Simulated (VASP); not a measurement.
Input of a VASP 6.6.1 run:

INCAR

```
SYSTEM = TaN
ALGO = Normal
EDIFF = 1E-6
ENCUT = 600
GGA = PE
GGA_COMPAT = .False.
ISIF = 2
ISMEAR = -1
LASPH = .True.
LCHARG = .False.
LREAL = .False.
LWAVE = .False.
NBANDS = 15
NELM = 120
PREC = Accurate
SIGMA = 0.03
```

Contents of KPOINTS:

```
k-points
0
Gamma
  7 7 7
  0 0 0
```

The input POSCAR:

```
TaN
1.0
    0.0000000000      2.2113230000      2.2113230000
    2.2113230000      0.0000000000      2.2113230000
    2.2113230000      2.2113230000      0.0000000000
Ta N
1 1
Direct
    0.5000000000      0.5000000000      0.5000000000
    0.0000000000      0.0000000000      0.0000000000
```

Potentials or basis: VASP PAW PBE potentials, release 64 (Ta_pv, N).

Launch:

```sh
$ cat potpaw_PBE.64/Ta_pv/POTCAR potpaw_PBE.64/N/POTCAR > POTCAR
$ mpirun -np 1 vasp_std > vasp.out
```

Question: Estimate the band gap on the k mesh.

Answer: Zero (band 8 reaches 10.65 eV, above the bottom of band 9 at 7.28 eV).

Question: Estimate the pressure.

Answer: -0.8 GPa.

Caveat: spin-orbit coupling is left out, which moves the levels of the heavy elements.
